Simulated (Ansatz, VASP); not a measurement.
As: VASP beside Ansatz

```
CELL_PARAMETERS angstrom
2.78419 0.00000 0.00000
0.00000 2.78419 0.00000
0.00000 0.00000 2.78419
ATOMIC_POSITIONS crystal
As 0.00000 0.00000 0.00000
```

Alike in both runs: task single point; functional revPBE; k mesh 13 × 13 × 13; occupations fermi-dirac, width 0.1 eV; no spin polarisation.

```csv
,VASP,Ansatz
version,VASP 6.6.1,Ansatz 0.2.0
potentials or method,"VASP PAW PBE potentials, release 64 (As), cutoff 520 eV","plane waves (420 eV) with PAW, scalar-relativistic"
valence electrons in the cell,5,15
```

```csv
,VASP,Ansatz,Ansatz less VASP
pressure (GPa),-2.9,-3.0,-0.06
```

VASP's potentials were made for PBE, not for revPBE. VASP's potentials hold 5 valence electrons a cell and Ansatz's 15, so a difference there can come from the potentials and not from the codes.
